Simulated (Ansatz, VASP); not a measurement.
# As in VASP and in Ansatz

```
As
1.0
     0.00000    2.74249    4.35255
     1.92373    0.00000    4.35255
     1.92373    2.74249    0.00000
As
2
Direct
  0.08710 0.08710 0.91290
  0.91290 0.91290 0.08710
```

Alike in both runs: task relaxation of cell and atoms; functional PBE; k mesh 6 × 6 × 6; occupations gaussian, width 0.1 eV; no spin polarisation.

|  | VASP | Ansatz |
| --- | --- | --- |
| version | VASP 6.6.1 | Ansatz 0.2.0 |
| potentials or method | VASP PAW PBE potentials, release 64 (As), cutoff 600 eV | scalar-relativistic, plane waves, PAW |
| valence electrons in the cell | 10 | 30 |

VASP gave:

* gap on the k mesh at the Fermi level, each at its own relaxed structure (eV): none
* relaxed volume (Å³/atom): 23.23
* relaxed cell length with the largest relative difference (Å): 3.054

Which values does Ansatz return?

gap on the k mesh at the Fermi level, each at its own relaxed structure (eV): none; relaxed volume (Å³/atom): 21.73; relaxed cell length with the largest relative difference (Å): 2.736.

A gap of «none» marks a metal or a gap that the smearing closes. One of these differences is far larger than is usual between the two programs; its cause wasn't traced. VASP's potentials hold 10 valence electrons a cell and Ansatz's 30, so a difference there can come from the potentials and not from the codes.
